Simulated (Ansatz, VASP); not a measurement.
**Two plane-wave programs on MgI2**

```
Mg I
1.0
     4.15370    0.00000    0.00000
    -2.07685    3.59721    0.00000
     0.00000    0.00000    6.86200
Mg I
1 2
Direct
  0.00000 0.00000 0.00000
  0.33333 0.66667 0.75763
  0.66667 0.33333 0.24237
```

Alike in both runs: task electric field gradients; functional PBE; k mesh 8 × 8 × 4; occupations fermi-dirac, width 0.02 eV; no spin polarisation.

```csv
,VASP,Ansatz
version,VASP 6.6.1,Ansatz 0.2.0
potentials or method,"VASP PAW PBE potentials, release 64 (Mg, I)","plane-wave PAW, scalar-relativistic"
plane-wave cutoff (eV),520,420
valence electrons in the cell,16,44
```

|  | VASP | Ansatz | Ansatz less VASP |
| --- | --- | --- | --- |
| gap on the k mesh at the Fermi level (eV) | 3.51 | 3.53 | +0.019 |
| pressure (GPa) | 1.2 | 1.3 | +0.06 |
| traceless stress, the component that is largest in VASP (GPa) | 0.18 | 0.18 | -0.007 |
| rms of the force components (eV/Å) | 0.014 | 0.018 | +0.0047 |
| size of Vzz on the site where it differs most (V/Å²) | 49.1 | 50.4 | +1.35 |

Atom by atom the forces differ by 0.005 eV/Å (rms over components). VASP's potentials hold 16 valence electrons a cell and Ansatz's 44, so a difference there can come from the potentials and not from the codes.

Neither program's run includes spin-orbit coupling.
